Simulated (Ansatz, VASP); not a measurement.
## One calculation of AlZn3, two programs

INCAR

```
SYSTEM = AlZn3
PREC = Accurate ; ENCUT = 600
EDIFF = 1E-6 ; ISMEAR = 0
SIGMA = 0.1 ; LREAL = .False.
LASPH = .True. ; NELM = 100
ALGO = Normal ; ISIF = 3
LWAVE = .False. ; LCHARG = .False.
GGA = PE ; IBRION = 2
NSW = 90 ; EDIFFG = -0.04
```

KPOINTS

```
Automatic mesh
0
Gamma
  4 4 4
  0 0 0
```

Contents of POSCAR:

```
AlZn3
1.0
    4.8204468800      0.0000000000      0.0000000000
    0.0000000000      4.8204468800      0.0000000000
    0.0000000000      0.0000000000      4.8204468800
Al Zn
2 6
Direct
    0.0000000000      0.0000000000      0.0000000000
    0.5000000000      0.5000000000      0.5000000000
    0.2500000000      0.0000000000      0.5000000000
    0.5000000000      0.7500000000      0.0000000000
    0.7500000000      0.0000000000      0.5000000000
    0.5000000000      0.2500000000      0.0000000000
    0.0000000000      0.5000000000      0.7500000000
    0.0000000000      0.5000000000      0.2500000000
```

Input for Ansatz:

```yaml
crystal:
  lattice:
    - [4.82044688, 0.0, 0.0]
    - [0.0, 4.82044688, 0.0]
    - [0.0, 0.0, 4.82044688]
  atoms:
    - { symbol: Al, position: [0.0, 0.0, 0.0] }
    - { symbol: Al, position: [0.5, 0.5, 0.5] }
    - { symbol: Zn, position: [0.25, 0.0, 0.5] }
    - { symbol: Zn, position: [0.5, 0.75, 0.0] }
    - { symbol: Zn, position: [0.75, 0.0, 0.5] }
    - { symbol: Zn, position: [0.5, 0.25, 0.0] }
    - { symbol: Zn, position: [0.0, 0.5, 0.75] }
    - { symbol: Zn, position: [0.0, 0.5, 0.25] }
basis:
  ecutwfc: 420
kpoints:
  mp_grid: { grid: [4, 4, 4] }
hamiltonian:
  xc: pbe
scf:
  occupations: { method: gaussian, width: 0.1 }
  lower_state_search: "off"
output:
  forces: true
  stress: true
  eigenvalues: true
relax:
  adjacent_minimum: "off"
  f_tol: 0.04
  max_steps: 70
  cell: { stress_tol: 0.4 }
```

Change from the starting cell: species swapped into the Cr3Ga type (Pm-3n, No. 223).

Alike in both runs: task relaxation of cell and atoms; functional PBE; k mesh 4 × 4 × 4; occupations gaussian, width 0.1 eV; no spin polarisation.

|  | VASP | Ansatz |
| --- | --- | --- |
| version | VASP 6.6.1 | Ansatz 0.2.0 |
| potentials or method | VASP PAW PBE potentials, release 64 (Al, Zn), cutoff 600 eV | scalar-relativistic, plane waves, PAW |
| valence electrons in the cell | 78 | 78 |

|  | VASP | Ansatz | Ansatz less VASP |
| --- | --- | --- | --- |
| gap on the k mesh at the Fermi level, each at its own relaxed structure (eV) | none | none | - |
| relaxed volume (Å³/atom) | 15.99 | 15.98 | -0.005 |
| relaxed length of the cell vector where the two differ most in proportion (Å) | 5.038 | 5.038 | -0.0005 |

A gap of «none» marks a metal or a gap that the smearing closes.
